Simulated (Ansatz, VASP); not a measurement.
One calculation of Nb2Si2O, two programs

```xyz
5
Lattice="4.6285 0.0000 0.0000 0.0000 4.6285 0.0000 0.0000 0.0000 4.5001" Properties=species:S:1:pos:R:3 pbc="T T T"
Nb    0.0000    2.3143    2.2500
Nb    2.3143    0.0000    2.2500
Si    0.0000    0.0000    0.0000
Si    0.0000    0.0000    2.2500
O     2.3143    2.3143    2.2500
```

Alike in both runs: functional PBE; k mesh 4 × 4 × 4; occupations gaussian, width 0.1 eV; no spin polarisation.

Ansatz relaxed the structure, and its values are those at the end. VASP's run is a single point on that final structure, the one shown.

|  | VASP | Ansatz |
| --- | --- | --- |
| version | VASP 6.6.1 | Ansatz 0.2.0 |
| potentials or method | VASP PAW PBE potentials, release 64 (Nb_sv, Si, O), cutoff 520 eV | scalar-relativistic, plane waves, PAW |
| valence electrons in the cell | 40 | 40 |

Ansatz gave:

```
gap on the k mesh at the Fermi level (eV) : none
pressure (GPa)                            : 0.0
```

Q: Estimate VASP's values.

A: gap on the k mesh at the Fermi level (eV): none; pressure (GPa): -0.2.

A gap of «none» marks a metal or a gap that the smearing closes. The functional is the same, so the differences come from potentials, cutoffs and numerics.
